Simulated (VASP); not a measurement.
# NaGeI3 (P4/mmm) in VASP: single point with PBE

Aim: the single point of NaGeI3 with PBE.

Everything below comes from runs of VASP 6.6.1. Logs are shortened: lines on timing, memory, paths and dates and some standing lists are left out, and cuts for length are marked.

## (1) The cell of the first run

It takes space group P4/mmm (No. 123, tetragonal). Conventional cell: a = 5.654 Å, b = 5.654 Å, c = 5.968 Å, α = 90.00°, β = 90.00°, γ = 90.00°. Na (site symmetry 4/mmm) has 12 I at 4.00 to 4.11 Å and 8 Ge at 4.99 Å within 5.2 Å. Within 3.7 Å of Ge (site symmetry 4/mmm) lie 6 I at 2.83 to 2.98 Å. Within 4.2 Å of I (site symmetry 4/mmm) lie 2 Ge at 2.98 Å and 4 Na at 4.00 Å and 8 I at 4.11 Å. I (site symmetry mmm) has 2 Ge at 2.83 Å within 3.7 Å.

## (2) Single point, PBE (epitaxial xy strain -4.0%)

INCAR reads:

```
SYSTEM = NaGeI3
PREC = Accurate
ENCUT = 520
EDIFF = 1E-7
ISMEAR = -1
SIGMA = 0.02
LREAL = .False.
LASPH = .True.
NELM = 80
ALGO = Normal
ISIF = 2
LWAVE = .False.
LCHARG = .False.
GGA = PE
NBANDS = 29
```

KPOINTS reads:

```
Automatic mesh
0
Gamma
  4 4 4
  0 0 0
```

POSCAR reads:

```
NaGeI3
1.0
    5.6537047255      0.0000000000      0.0000000000
    0.0000000000      5.6537047255      0.0000000000
    0.0000000000      0.0000000000      5.9684650240
Na Ge I
1 1 3
Direct
    0.0000000000      0.0000000000      0.0000000000
    0.5000000000      0.5000000000      0.5000000000
    0.5000000000      0.5000000000      0.0000000000
    0.5000000000      0.0000000000      0.5000000000
    0.0000000000      0.5000000000      0.5000000000
```

Potentials or basis: VASP PAW PBE potentials, release 64 (Na_pv, Ge_d, I).

Started as:

```
$ cat potpaw_PBE.64/Na_pv/POTCAR potpaw_PBE.64/Ge_d/POTCAR potpaw_PBE.64/I/POTCAR > POTCAR
$ mpirun -np 1 vasp_std > vasp.out
```

OUTCAR:

```text
SYSTEM = NaGeI3
   PREC = Accurate
   ENCUT = 520
   EDIFF = 1E-7
   ISMEAR = -1
   LREAL = .False.
   LASPH = .True.
   NELM = 80
   ISIF = 2
   GGA = PE

 ion  position               nearest neighbor table
   1  0.000  0.000  0.000-
   2  0.500  0.500  0.500-   4 2.83   5 2.83   4 2.83   5 2.83   3 2.98   3 2.98
   3  0.500  0.500  0.000-   2 2.98   2 2.98
   4  0.500  0.000  0.500-   2 2.83   2 2.83
   5  0.000  0.500  0.500-   2 2.83   2 2.83

  LATTYP: Found a simple tetragonal cell.
 ALAT       =     5.6537047255
 C/A-ratio  =     1.0556732822

  Lattice vectors:

 A1 = (   5.6537047255,   0.0000000000,   0.0000000000)
 A2 = (   0.0000000000,   5.6537047255,   0.0000000000)
 A3 = (   0.0000000000,   0.0000000000,   5.9684650240)

Analysis of symmetry for initial positions (statically):
=====================================================================
 Subroutine PRICEL returns:
 Original cell was already a primitive cell.

 Routine SETGRP: Setting up the symmetry group for a
 simple tetragonal supercell.

 Subroutine GETGRP returns: Found 16 space group operations
 (whereof 16 operations were pure point group operations)
 out of a pool of 16 trial point group operations.

The static configuration has the point symmetry D_4h.

Analysis of symmetry for dynamics (positions and initial velocities):
=====================================================================
 Subroutine PRICEL returns:
 Original cell was already a primitive cell.

 Routine SETGRP: Setting up the symmetry group for a
 simple tetragonal supercell.

 Subroutine GETGRP returns: Found 16 space group operations
 (whereof 16 operations were pure point group operations)
 out of a pool of 16 trial point group operations.

The dynamic configuration has the point symmetry D_4h.

 Subroutine INISYM returns: Found 16 space group operations
 (whereof 16 operations are pure point group operations),
 and found     1 'primitive' translations

----------------------------------------------------------------------------------------

                                     Primitive cell

  volume of cell :     190.7783

  direct lattice vectors                    reciprocal lattice vectors
     5.653704725  0.000000000  0.000000000     0.176875173  0.000000000  0.000000000
     0.000000000  5.653704725  0.000000000     0.000000000  0.176875173  0.000000000
     0.000000000  0.000000000  5.968465024     0.000000000  0.000000000  0.167547267

  length of vectors
     5.653704725  5.653704725  5.968465024     0.176875173  0.176875173  0.167547267

  position of ions in fractional coordinates (direct lattice)
     0.000000000  0.000000000  0.000000000
     0.500000000  0.500000000  0.500000000
     0.500000000  0.500000000  0.000000000
     0.500000000  0.000000000  0.500000000
     0.000000000  0.500000000  0.500000000

  ion indices of the primitive-cell ions
   primitive index   ion index
                 1           1
                 2           2
                 3           3
                 4           4
                 5           5

----------------------------------------------------------------------------------------

 KPOINTS: Automatic mesh

Automatic generation of k-mesh.
 Grid dimensions read from file:
 generate k-points for:    4    4    4

 Generating k-lattice:

  Cartesian coordinates                     Fractional coordinates (reciprocal lattice)
     0.044218793  0.000000000  0.000000000     0.250000000  0.000000000  0.000000000
     0.000000000  0.044218793  0.000000000     0.000000000  0.250000000  0.000000000
     0.000000000  0.000000000  0.041886817     0.000000000  0.000000000  0.250000000

  Length of vectors
     0.044218793  0.044218793  0.041886817

  Shift w.r.t. Gamma in fractional coordinates (k-lattice)
     0.000000000  0.000000000  0.000000000

 Subroutine IBZKPT returns following result:
 ===========================================

 Found     18 irreducible k-points:

 Following reciprocal coordinates:
            Coordinates               Weight
  0.000000  0.000000  0.000000      1.000000
  0.250000  0.000000  0.000000      4.000000
  0.500000  0.000000  0.000000      2.000000
  0.250000  0.250000  0.000000      4.000000
  0.500000  0.250000  0.000000      4.000000
  0.500000  0.500000  0.000000      1.000000
[... 10 lines left out ...]
  0.500000  0.250000  0.500000      4.000000
  0.500000  0.500000  0.500000      1.000000
   k-points           NKPTS =     18   k-points in BZ     NKDIM =     18   number of bands    NBANDS=     29
   number of dos      NEDOS =    301   number of ions     NIONS =      5
   total plane-waves  NPLWV =  84672
   dimension x,y,z NGX =    42 NGY =   42 NGZ =   48
   dimension x,y,z NGXF=    84 NGYF=   84 NGZF=   96
   ions per type =               1   1   3
   NGX,Y,Z   is equivalent  to a cutoff of  12.35, 12.35, 13.37 a.u.
   NGXF,Y,Z  is equivalent  to a cutoff of  24.70, 24.70, 26.74 a.u.
 SYSTEM =  NaGeI3
   PREC   = accura    normal or accurate (medium, high low for compatibility)
   ISTART =      0    job   : 0-new  1-cont  2-samecut
   ICHARG =      2    charge: 1-file 2-atom 10-const
   ISPIN  =      1    spin polarized calculation?
   LNONCOLLINEAR =      F non collinear calculations
   LSORBIT =      F    spin-orbit coupling
   LASPH  =      T    aspherical Exc in radial PAW
   ENCUT  =  520.0 eV  38.22 Ry    6.18 a.u.  10.51 10.51 11.10*2*pi/ulx,y,z
   NELM   =     80;   NELMIN=  2; NELMDL= -5     # of ELM steps
   EDIFF  = 0.1E-06   stopping-criterion for ELM
   LREAL  =      F    real-space projection
   EDIFFG = 0.1E-05   stopping-criterion for IOM
   NSW    =      0    number of steps for IOM
   IBRION =     -1    ionic relax: 0-MD 1-quasi-New 2-CG
   NFREE  =      0    steps in history (QN), initial steepest desc. (CG)
   ISIF   =      2    stress and relaxation
   ISYM   =      2    0-nonsym 1-usesym 2-fastsym
   POTIM  = 0.5000    time-step for ionic-motion
   TEBEG  =    0.0;   TEEND  =   0.0 temperature during run
   PSTRESS=    0.0 pullay stress
   NELECT =      42.0000    total number of electrons
   NUPDOWN=      -1.0000    fix difference up-down
   EMIN   =  10.00;   EMAX   =-10.00  energy-range for DOS
   EFERMI =   0.00;   METHOD = LEGACY
   ISMEAR =    -1;   SIGMA  =   0.02  broadening in eV -4-tet -1-fermi 0-gaus
   EFERMI_NEDOS =   21; number of points for ismear=-14 and -15
   IALGO  =     38    algorithm
   IMIX   =      4    mixing-type and parameters
     AMIX     =   0.40;   BMIX     =  1.00
     AMIX_MAG =   1.60;   BMIX_MAG =  1.00
  volume/ion in A,a.u.               =      38.16       257.49
  Fermi-wavevector in a.u.,A,eV,Ry     =   0.988511  1.868015 13.294995  0.977155
  Thomas-Fermi vector in A             =   2.120043
   LORBIT       =      0    0 simple, 1 ext, 2 COOP (PROOUT), +10 PAW based schemes
   GGA     = PE    functional components
   LHFCALC =     F    Hartree Fock is set to
   AEXX    =    0.0000 exact exchange contribution
   IVDW    =     0    specifies the selected vdW correction
   LEPSILON=     F    determine dielectric tensor
   LRPA    =     F    only Hartree local field effects (RPA)
 non-spin polarized calculation
  energy-cutoff  :      520.00
  volume of cell :      190.78
 maximum number of plane-waves:      5171
   NGX = 21   NGY = 21   NGZ = 23

 number of electron      41.9999962 magnetization

 Free energy of the ion-electron system (eV)
  ---------------------------------------------------
  ext. energy  EPLUGINS =         0.00000000
  ---------------------------------------------------
  free energy    TOTEN  =       -12.88387874 eV

  energy without entropy =      -12.88382485  energy(sigma->0) =      -12.88385179

 E-fermi :   3.2213     XC(G=0):  -7.7346

 val. band max:        3.1229728791   @ k =   0.5000   0.5000   0.5000
 cond. band min:       3.3196139614   @ k =   0.5000   0.5000   0.5000
 fundamental gap:      0.1966410823
 Fermi energy:         3.2212837135

 k-point     1 :       0.0000    0.0000    0.0000
  band No.  band energies     occupation
      1     -22.5687      2.00000
      2     -22.5664      2.00000
      3     -22.5664      2.00000
      4     -22.2119      2.00000
      5     -22.2053      2.00000
      6     -22.1945      2.00000
[... 21 lines left out ...]
     28       7.5904      0.00000
     29       8.8221      0.00000

 k-point     2 :       0.2500    0.0000    0.0000
  band No.  band energies     occupation
      1     -22.5687      2.00000
      2     -22.5664      2.00000
      3     -22.5664      2.00000
      4     -22.2118      2.00000
      5     -22.2052      2.00000
      6     -22.1945      2.00000
[... 21 lines left out ...]
     28       8.1314      0.00000
     29       8.2866      0.00000

 k-point     3 :       0.5000    0.0000    0.0000
  band No.  band energies     occupation
      1     -22.5687      2.00000
      2     -22.5664      2.00000
      3     -22.5664      2.00000
      4     -22.2116      2.00000
      5     -22.2052      2.00000
      6     -22.1946      2.00000
[... 21 lines left out ...]
     28       8.1484      0.00000
     29       8.6870      0.00000

 k-point     4 :       0.2500    0.2500    0.0000
  band No.  band energies     occupation
      1     -22.5687      2.00000
      2     -22.5664      2.00000
      3     -22.5664      2.00000
      4     -22.2116      2.00000
      5     -22.2052      2.00000
      6     -22.1946      2.00000
[... 405 lines left out ...]
     28       8.8825      0.00000
     29       9.2489      0.00000

 k-point    17 :       0.5000    0.2500    0.5000
  band No.  band energies     occupation
      1     -22.5687      2.00000
      2     -22.5664      2.00000
      3     -22.5664      2.00000
      4     -22.2114      2.00000
      5     -22.2049      2.00000
      6     -22.1946      2.00000
[... 21 lines left out ...]
     28       8.4771      0.00000
     29       9.3499      0.00000

 k-point    18 :       0.5000    0.5000    0.5000
  band No.  band energies     occupation
      1     -22.5687      2.00000
      2     -22.5664      2.00000
      3     -22.5664      2.00000
      4     -22.2112      2.00000
      5     -22.2049      2.00000
      6     -22.1947      2.00000
[... 21 lines left out ...]
     28       9.3232      0.00000
     29       9.3393      0.00000

------------------------ aborting loop because EDIFF is reached ----------------------------------------

  FORCE on cell =-STRESS in cart. coord.  units (eV):
  Direction    XX          YY          ZZ          XY          YZ          ZX
  --------------------------------------------------------------------------------------
  -------------------------------------------------------------------------------------
  Total        3.2481313      3.2481313      0.4434930      0.0000000      0.0000000      0.0000000
  in kB       27.2781715     27.2781715      3.7245039      0.0000000      0.0000000      0.0000000
  external PRESSURE =      19.4269490 kB  Pullay stress =       0.0000000 kB

 VOLUME and BASIS-vectors are now :
 -----------------------------------------------------------------------------
  energy-cutoff  :      520.00
  volume of cell :      190.78
      direct lattice vectors                 reciprocal lattice vectors
     5.653704725  0.000000000  0.000000000     0.176875173  0.000000000  0.000000000
     0.000000000  5.653704725  0.000000000     0.000000000  0.176875173  0.000000000
     0.000000000  0.000000000  5.968465024     0.000000000  0.000000000  0.167547267

 POSITION                                       TOTAL-FORCE (eV/Angst)
 -----------------------------------------------------------------------------------
      0.00000      0.00000      0.00000         0.000000      0.000000      0.000000
      2.82685      2.82685      2.98423         0.000000      0.000000      0.000000
      2.82685      2.82685      0.00000         0.000000      0.000000      0.000000
      2.82685      0.00000      2.98423         0.000000      0.000000      0.000000
      0.00000      2.82685      2.98423         0.000000      0.000000      0.000000
 -----------------------------------------------------------------------------------
    total drift:                                0.000000     -0.000000     -0.000000

  FREE ENERGIE OF THE ION-ELECTRON SYSTEM (eV)
  ---------------------------------------------------
  free  energy   TOTEN  =       -12.8838787401 eV

  energy  without entropy=      -12.8838248455  energy(sigma->0) =      -12.88385179
```

It took 88 s on 1 thread of Intel Xeon Platinum 8488C (Sapphire Rapids), shared host; peak memory 0.32 GiB.

Results:

| Quantity | Value |
| --- | --- |
| Free energy | -12.8839 eV |
| Pressure | 1.9 GPa |
| Band gap on the k mesh | 0.20 eV |

Stress tensor (GPa, compression positive):
```
2.73 0.00 0.00
0.00 2.73 0.00
0.00 0.00 0.37
```

Caveat: the cell differs from its parent crystal (epitaxial xy strain -4.0%); spin-orbit coupling is left out, which moves the levels of the heavy elements.
